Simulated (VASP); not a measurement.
# SmNb (P4/nmm) in VASP: notebook

The runs below take SmNb through relaxation of cell and atoms, single point, with PBE.

Program: VASP 6.6.1. These are calculated values, not measurements. Logs are shortened: lines on timing, memory, paths and dates and some standing lists are left out, and cuts for length are marked.

### Step 1. The cell of the first run

Symmetry: P4/nmm, No. 129, tetragonal system. Conventional cell: a = 3.780 Å, b = 3.780 Å, c = 6.118 Å, α = 90.00°, β = 90.00°, γ = 90.00°. Sm (site symmetry 4mm) has 5 Nb at 2.43 to 2.76 Å and 4 Sm at 3.19 Å within 3.2 Å. Nb (site symmetry 4mm) has 5 Sm at 2.43 to 2.76 Å within 3.2 Å.

The cell was generated, and may not be a known phase.

### Step 2. Relaxation of cell and atoms, PBE

Contents of INCAR:

```
SYSTEM = SmNb
PREC = Accurate
ENCUT = 500
EDIFF = 1E-7
ISMEAR = 0
SIGMA = 0.2
LREAL = .FALSE.
LASPH = .TRUE.
NELM = 200
ALGO = Normal
ISIF = 3
LWAVE = .FALSE.
LCHARG = .FALSE.
GGA = PE
IBRION = 2
NSW = 36
EDIFFG = -0.08
GGA_COMPAT = .FALSE.
NELMIN = 4
LMAXMIX = 6
```

Contents of KPOINTS:

```
regular mesh
0
G
  5 5 3
  0 0 0
```

Contents of POSCAR:

```
SmNb
1.0
    3.7797820800      0.0000000000      0.0000000000
    0.0000000000      3.7797820800      0.0000000000
    0.0000000000      0.0000000000      6.1181862800
Sm Nb
2 2
Direct
    0.5000000000      0.0000000000      0.8574000000
    0.0000000000      0.5000000000      0.1426000000
    0.5000000000      0.0000000000      0.2538999900
    0.0000000000      0.5000000000      0.7461000100
```

Potentials or basis: VASP PAW PBE potentials, release 64 (Sm_3, Nb_sv), 4f in core.

On the command line:

```console
$ cat potpaw_PBE.64/Sm_3/POTCAR potpaw_PBE.64/Nb_sv/POTCAR > POTCAR
$ mpirun -np 1 vasp_std > vasp.out
```

OUTCAR:

```text
SYSTEM = SmNb
   PREC = Accurate
   ENCUT = 500
   EDIFF = 1E-7
   ISMEAR = 0
   LREAL = .FALSE.
   LASPH = .TRUE.
   NELM = 200
   ISIF = 3
   GGA = PE
   IBRION = 2
   NSW = 36
   EDIFFG = -0.08
   NELMIN = 4

 ion  position               nearest neighbor table
   1  0.500  0.000  0.857-   3 2.43   4 2.76   4 2.76   4 2.76   4 2.76   2 3.19   2 3.19   2 3.19
                             2 3.19
   2  0.000  0.500  0.143-   4 2.43   3 2.76   3 2.76   3 2.76   3 2.76   1 3.19   1 3.19   1 3.19
                             1 3.19
   3  0.500  0.000  0.254-   1 2.43   2 2.76   2 2.76   2 2.76   2 2.76
   4  0.000  0.500  0.746-   2 2.43   1 2.76   1 2.76   1 2.76   1 2.76

  LATTYP: Found a simple tetragonal cell.
 ALAT       =     3.7797820800
 C/A-ratio  =     1.6186611160

  Lattice vectors:

 A1 = (   3.7797820800,   0.0000000000,   0.0000000000)
 A2 = (   0.0000000000,   3.7797820800,   0.0000000000)
 A3 = (   0.0000000000,   0.0000000000,   6.1181862800)

Analysis of symmetry for initial positions (statically):
=====================================================================
 Subroutine PRICEL returns:
 Original cell was already a primitive cell.

 Routine SETGRP: Setting up the symmetry group for a
 simple tetragonal supercell.

 Subroutine GETGRP returns: Found 16 space group operations
 (whereof  8 operations were pure point group operations)
 out of a pool of 16 trial point group operations.

The static configuration has the point symmetry D_2d.
 The point group associated with its full space group is D_4h.

Analysis of symmetry for dynamics (positions and initial velocities):
=====================================================================
 Subroutine PRICEL returns:
 Original cell was already a primitive cell.

 Routine SETGRP: Setting up the symmetry group for a
 simple tetragonal supercell.

 Subroutine GETGRP returns: Found 16 space group operations
 (whereof  8 operations were pure point group operations)
 out of a pool of 16 trial point group operations.

The dynamic configuration has the point symmetry D_2d.
 The point group associated with its full space group is D_4h.

 Subroutine INISYM returns: Found 16 space group operations
 (whereof  8 operations are pure point group operations),
 and found     1 'primitive' translations

----------------------------------------------------------------------------------------

                                     Primitive cell

  volume of cell :      87.4090

  direct lattice vectors                    reciprocal lattice vectors
     3.779782080  0.000000000  0.000000000     0.264565517  0.000000000  0.000000000
     0.000000000  3.779782080  0.000000000     0.000000000  0.264565517  0.000000000
     0.000000000  0.000000000  6.118186280     0.000000000  0.000000000  0.163447132

  length of vectors
     3.779782080  3.779782080  6.118186280     0.264565517  0.264565517  0.163447132

  position of ions in fractional coordinates (direct lattice)
     0.500000000  0.000000000  0.857400000
     0.000000000  0.500000000  0.142600000
     0.500000000  0.000000000  0.253899990
     0.000000000  0.500000000  0.746100010

  ion indices of the primitive-cell ions
   primitive index   ion index
                 1           1
                 2           2
                 3           3
                 4           4

----------------------------------------------------------------------------------------

 KPOINTS: regular mesh

Automatic generation of k-mesh.
 Grid dimensions read from file:
 generate k-points for:    5    5    3

 Generating k-lattice:

  Cartesian coordinates                     Fractional coordinates (reciprocal lattice)
     0.052913103  0.000000000  0.000000000     0.200000000  0.000000000  0.000000000
     0.000000000  0.052913103  0.000000000     0.000000000  0.200000000  0.000000000
     0.000000000  0.000000000  0.054482377     0.000000000  0.000000000  0.333333333

  Length of vectors
     0.052913103  0.052913103  0.054482377

  Shift w.r.t. Gamma in fractional coordinates (k-lattice)
     0.000000000  0.000000000  0.000000000

 Subroutine IBZKPT returns following result:
 ===========================================

 Found     12 irreducible k-points:

 Following reciprocal coordinates:
            Coordinates               Weight
  0.000000  0.000000  0.000000      1.000000
  0.200000  0.000000  0.000000      4.000000
  0.400000  0.000000  0.000000      4.000000
  0.200000  0.200000  0.000000      4.000000
  0.400000  0.200000  0.000000      8.000000
  0.400000  0.400000  0.000000      4.000000
  0.000000  0.000000  0.333333      2.000000
  0.200000  0.000000  0.333333      8.000000
  0.400000  0.000000  0.333333      8.000000
  0.200000  0.200000  0.333333      8.000000
  0.400000  0.200000  0.333333     16.000000
  0.400000  0.400000  0.333333      8.000000
   k-points           NKPTS =     12   k-points in BZ     NKDIM =     12   number of bands    NBANDS=     28
   number of dos      NEDOS =    301   number of ions     NIONS =      4
   total plane-waves  NPLWV =  37632
   dimension x,y,z NGX =    28 NGY =   28 NGZ =   48
   dimension x,y,z NGXF=    56 NGYF=   56 NGZF=   96
   ions per type =               2   2
   NGX,Y,Z   is equivalent  to a cutoff of  12.32, 12.32, 13.04 a.u.
   NGXF,Y,Z  is equivalent  to a cutoff of  24.63, 24.63, 26.09 a.u.
 SYSTEM =  SmNb
   PREC   = accura    normal or accurate (medium, high low for compatibility)
   ISTART =      0    job   : 0-new  1-cont  2-samecut
   ICHARG =      2    charge: 1-file 2-atom 10-const
   ISPIN  =      1    spin polarized calculation?
   LNONCOLLINEAR =      F non collinear calculations
   LSORBIT =      F    spin-orbit coupling
   LASPH  =      T    aspherical Exc in radial PAW
   ENCUT  =  500.0 eV  36.75 Ry    6.06 a.u.   6.89  6.89 11.15*2*pi/ulx,y,z
   NELM   =    200;   NELMIN=  4; NELMDL= -5     # of ELM steps
   EDIFF  = 0.1E-06   stopping-criterion for ELM
   LREAL  =      F    real-space projection
   EDIFFG = -.8E-01   stopping-criterion for IOM
   NSW    =     36    number of steps for IOM
   IBRION =      2    ionic relax: 0-MD 1-quasi-New 2-CG
   NFREE  =      1    steps in history (QN), initial steepest desc. (CG)
   ISIF   =      3    stress and relaxation
   ISYM   =      2    0-nonsym 1-usesym 2-fastsym
   POTIM  = 0.5000    time-step for ionic-motion
   TEBEG  =    0.0;   TEEND  =   0.0 temperature during run
   PSTRESS=    0.0 pullay stress
   NELECT =      48.0000    total number of electrons
   NUPDOWN=      -1.0000    fix difference up-down
   EMIN   =  10.00;   EMAX   =-10.00  energy-range for DOS
   EFERMI =   0.00;   METHOD = LEGACY
   ISMEAR =     0;   SIGMA  =   0.20  broadening in eV -4-tet -1-fermi 0-gaus
   EFERMI_NEDOS =   21; number of points for ismear=-14 and -15
   IALGO  =     38    algorithm
   IMIX   =      4    mixing-type and parameters
     AMIX     =   0.40;   BMIX     =  1.00
     AMIX_MAG =   1.60;   BMIX_MAG =  1.00
  volume/ion in A,a.u.               =      21.85       147.47
  Fermi-wavevector in a.u.,A,eV,Ry     =   1.340612  2.533390 24.452950  1.797241
  Thomas-Fermi vector in A             =   2.468911
   LORBIT       =      0    0 simple, 1 ext, 2 COOP (PROOUT), +10 PAW based schemes
   GGA     = PE    functional components
   LHFCALC =     F    Hartree Fock is set to
   AEXX    =    0.0000 exact exchange contribution
   IVDW    =     0    specifies the selected vdW correction
   LEPSILON=     F    determine dielectric tensor
   LRPA    =     F    only Hartree local field effects (RPA)
 conjugate gradient relaxation of ions
 non-spin polarized calculation
 Gauss-broadening in eV      SIGMA  =   0.20
  energy-cutoff  :      500.00
  volume of cell :       87.41
 maximum number of plane-waves:      2232
 NGX is ok and might be reduce to    28
   NGX = 13   NGY = 13   NGZ = 23

--------------------------------------- Ionic step        1  -------------------------------------------

 number of electron      47.9999996 magnetization

 Free energy of the ion-electron system (eV)
  ---------------------------------------------------
  ext. energy  EPLUGINS =         0.00000000
  ---------------------------------------------------
  free energy    TOTEN  =       -22.07322709 eV

  energy without entropy =      -22.01836468  energy(sigma->0) =      -22.04579589

------------------------ aborting loop because EDIFF is reached ----------------------------------------

  FORCE on cell =-STRESS in cart. coord.  units (eV):
  Direction    XX          YY          ZZ          XY          YZ          ZX
  --------------------------------------------------------------------------------------
  -------------------------------------------------------------------------------------
  Total       10.0122520     10.0122520     13.4420829      0.0000000     -0.0000000      0.0000000
  in kB      183.5211553    183.5211553    246.3887825      0.0000000     -0.0000000      0.0000000
  external PRESSURE =     204.4770311 kB  Pullay stress =       0.0000000 kB
[... 23 lines left out ...]
  energy  without entropy=      -22.0183646843  energy(sigma->0) =      -22.04579589

--------------------------------------- Ionic step        2  -------------------------------------------

 number of electron      48.0000001 magnetization

 E-fermi :   3.9697     XC(G=0):  -9.7948

 val. band max:        3.9565538690   @ k =   0.2000   0.0000   0.0000
 cond. band min:       3.9759753319   @ k =   0.4000   0.4000   0.3333
 fundamental gap:      0.0194214630
 Fermi energy:         3.9696714195

 k-point     1 :       0.0000    0.0000    0.0000
  band No.  band energies     occupation
      1     -51.0130      2.00000
      2     -51.0116      2.00000
      3     -36.3673      2.00000
      4     -36.3279      2.00000
      5     -27.0711      2.00000
      6     -27.0711      2.00000
[... 430 lines left out ...]
  FREE ENERGIE OF THE ION-ELECTRON SYSTEM (eV)
  ---------------------------------------------------
  free  energy   TOTEN  =       -24.5036308314 eV

  energy  without entropy=      -24.3408067856  energy(sigma->0) =      -24.42221881

[... ionic steps 4 to 22 ...]

--------------------------------------- Ionic step       23  -------------------------------------------

 number of electron      48.0000000 magnetization

------------------------ aborting loop because EDIFF is reached ----------------------------------------

  FORCE on cell =-STRESS in cart. coord.  units (eV):
  Direction    XX          YY          ZZ          XY          YZ          ZX
  --------------------------------------------------------------------------------------
  -------------------------------------------------------------------------------------
  Total        1.0007261      1.0007261      0.4854606      0.0000000     -0.0000000      0.0000000
  in kB       15.9462115     15.9462115      7.7356410      0.0000000     -0.0000000      0.0000000
  external PRESSURE =      13.2093547 kB  Pullay stress =       0.0000000 kB
[... 61 lines left out ...]
  energy  without entropy=      -28.8374826106  energy(sigma->0) =      -28.88638718

--------------------------------------- Ionic step       25  -------------------------------------------

 number of electron      48.0000000 magnetization

 Free energy of the ion-electron system (eV)
  ---------------------------------------------------
  ext. energy  EPLUGINS =         0.00000000
  ---------------------------------------------------
  free energy    TOTEN  =       -28.94078601 eV

  energy without entropy =      -28.84094831  energy(sigma->0) =      -28.89086716

 E-fermi :   6.0501     XC(G=0): -10.7964

 val. band max:        6.0326226088   @ k =   0.4000   0.2000   0.0000
 cond. band min:       6.0858720496   @ k =   0.4000   0.4000   0.3333
 fundamental gap:      0.0532494407
 Fermi energy:         6.0501039826

 k-point     1 :       0.0000    0.0000    0.0000
  band No.  band energies     occupation
      1     -48.4933      2.00000
      2     -48.2429      2.00000
      3     -34.7532      2.00000
      4     -34.7204      2.00000
      5     -24.6972      2.00000
      6     -24.6972      2.00000
[... 392 lines left out ...]
  FREE ENERGIE OF THE ION-ELECTRON SYSTEM (eV)
  ---------------------------------------------------
  free  energy   TOTEN  =       -28.9407860128 eV

  energy  without entropy=      -28.8409483072  energy(sigma->0) =      -28.89086716

 reached required accuracy - stopping structural energy minimisation
```

Run time: 14 min. Hardware: 1 thread of Intel Xeon Platinum 8259CL at 2.50GHz (Skylake/Cascade Lake), shared host; peak memory 0.22 GiB.

What came out:

| Property | Result |
| --- | --- |
| Free energy | -28.9408 eV |
| Relaxed volume | 25.51 Å³/atom |
| Relaxed cell | a = 3.513 Å, b = 3.513 Å, c = 8.266 Å, α = 90.00°, β = 90.00°, γ = 90.00° |
| Space group after relaxing (to 0.1 Å) | P4/nmm (No. 129) |
| Energy gained by relaxing | 1716.9 meV/atom |
| Ionic steps | 25 |
| Pressure after relaxing | 0.2 GPa |
| Largest force after relaxing | 0.043 eV/Å |
| Band gap on the k mesh | zero (bands 24 and 25 overlap by 1.06 eV) |

Forces on the atoms (eV/Å):
```
Sm   0.000  0.000 -0.023
Sm   0.000  0.000  0.023
Nb   0.000  0.000  0.043
Nb   0.000  0.000 -0.043
```

Stress tensor (GPa, compression positive):
```
 0.27  0.00  0.00
 0.00  0.27  0.00
 0.00  0.00 -0.06
```

Step by step:
```
step  energy change (eV)  largest force (eV/Å)  pressure (GPa)  volume (Å³)
   1              0.0000                5.7326           20.45        87.41
   2             -2.2084                1.6323           -8.37       127.59
   3             -2.4304                2.1876           -4.36       114.12
   4             -3.2008                2.5556           -3.04       106.41
   5             -4.9143                2.5602           10.99        85.30
   6             -4.7114                1.5621           24.02        78.55
   7             -4.9331                2.4283           13.70        83.44
   8             -5.1965                1.9743           14.32        83.50
   9             -5.5410                1.3162           17.02        83.62
  10             -5.9597                0.9672           11.16        87.78
  11             -6.4283                0.2188            0.37        98.75
  12             -6.4378                0.1403           -0.91       100.54
  13             -6.4379                0.1397           -1.16       100.90
  14             -6.4799                0.1058           -1.13       100.92
  15             -6.5987                0.0435           -1.03       100.89
  16             -6.7607                0.3094           -0.44       100.50
  17             -6.6336                0.8009            2.51        98.47
  18             -6.7906                0.5016            0.20       100.08
  19             -6.7909                0.5276            0.30       100.01
  20             -6.8155                0.4757           -0.01       100.60
  21             -6.8498                0.3113           -0.68       101.99
  22             -6.8522                0.2507           -0.89       102.46
  23             -6.8587                0.0346            1.32       100.55
  24             -6.8621                0.0734            0.48       101.25
  25             -6.8676                0.0427            0.16       102.02
```

Final structure:
```
Sm Nb
1.0
     3.51323    0.00000    0.00000
     0.00000    3.51323    0.00000
     0.00000    0.00000    8.26583
Sm Nb
2 2
Cartesian
  1.7566 3.5132 6.8186
  0.0000 1.7566 1.4472
  1.7566 0.0000 3.4756
  0.0000 1.7566 4.7902
```

Levels at points of the mesh, in eV from the Fermi level:
```
           k point  band 21  band 22  band 23  band 24  band 25  band 26  band 27  band 28
(0.00, 0.00, 0.00)    -2.18    -0.46    -0.12    -0.05     0.65     0.65     1.01     1.01
```

Caveat: the volume moved by over 15 % at a fixed basis, so the end points are rough; spin-orbit coupling is left out, which moves the levels of the heavy elements; the 4f electrons are frozen in the core, so they carry no moment and show no levels; the relaxation stopped at a loose force limit of 0.08 eV/Å, so its end isn't a converged minimum. Spin polarisation is off, so any magnetic state and its effect on volume and gap are missing.

### Step 3. Single point, PBE

This run uses another cell than the first one, of 25.52 Å³/atom.

Contents of INCAR:

```
PREC     = Accurate       # precision mode
ENCUT    = 500            # plane-wave cutoff, eV
EDIFF    = 1E-6           # SCF threshold, eV
ISMEAR   = 0              # smearing method
SIGMA    = 0.1            # smearing width, eV
LREAL    = F              # projectors in reciprocal space
LASPH    = T              # aspherical terms in the spheres
NELM     = 200            # most SCF steps
ALGO     = Normal         # electronic algorithm
ISIF     = 2              # what is computed and relaxed
LWAVE    = F              # write WAVECAR
LCHARG   = F              # write CHGCAR
GGA      = PE             # functional
NBANDS   = 32             # bands
GGA_COMPAT= F            
LMAXMIX  = 6              # l up to which the mixer works
```

Contents of KPOINTS:

```
regular mesh
0
Gamma
  10 10 4
```

Contents of POSCAR:

```
SmNb
1.0
    3.5188157014      0.0000000000      0.0000000000
    0.0000000000      3.5188157014      0.0000000000
    0.0000000000      0.0000000000      8.2426793570
Sm Nb
2 2
Direct
    0.5000000000      0.0000000000      0.8257600361
    0.0000000000      0.5000000000      0.1742399639
    0.5000000000      0.0000000000      0.4216317117
    0.0000000000      0.5000000000      0.5783682883
```

Potentials or basis: VASP PAW PBE potentials, release 64 (Sm_3, Nb_sv), 4f in core.

On the command line:

```console
$ cat potpaw_PBE.64/Sm_3/POTCAR potpaw_PBE.64/Nb_sv/POTCAR > POTCAR
$ mpirun -np 1 vasp_std > vasp.out
```

Wall time 3.1 min (1 thread of Intel Xeon Platinum 8259CL at 2.50GHz (Skylake/Cascade Lake), shared host); peak memory 0.31 GiB.

Results (log left out):

```
Free energy            : -28.9481 eV
Pressure               : 0.2 GPa
Largest force          : 0.029 eV/Å
Band gap on the k mesh : zero (bands 24 and 25 overlap by 1.18 eV)
```

Forces on the atoms (eV/Å):
```
Sm   0.000  0.000  0.000
Sm   0.000  0.000  0.000
Nb   0.000  0.000  0.029
Nb   0.000  0.000 -0.029
```

Levels at points of the mesh, in eV from the Fermi level:
| k point | band 21 | band 22 | band 23 | band 24 | band 25 | band 26 | band 27 | band 28 |
| --- | --- | --- | --- | --- | --- | --- | --- | --- |
| (0.00, 0.00, 0.00) | -2.13 | -0.41 | -0.15 | -0.10 | 0.70 | 0.70 | 0.99 | 0.99 |
| (0.50, 0.00, 0.00) | -1.09 | -1.09 | -0.23 | -0.23 | 0.21 | 0.21 | 1.98 | 1.98 |
| (0.50, 0.50, 0.00) | -1.00 | -1.00 | -0.92 | -0.92 | -0.22 | -0.22 | 2.51 | 2.51 |
| (0.00, 0.00, 0.50) | -2.02 | -1.00 | -0.10 | 0.73 | 0.73 | 0.77 | 0.78 | 0.78 |
| (0.50, 0.00, 0.50) | -1.04 | -1.04 | -0.17 | -0.17 | 0.55 | 0.55 | 1.44 | 1.44 |
| (0.50, 0.50, 0.50) | -1.59 | -1.59 | -0.61 | -0.61 | 0.77 | 0.77 | 1.45 | 1.45 |

Caveat: spin-orbit coupling is left out, which moves the levels of the heavy elements; the 4f electrons are frozen in the core, so they carry no moment and show no levels.

The gap in the log of VASP goes by the Fermi energy; the results here count the filled bands.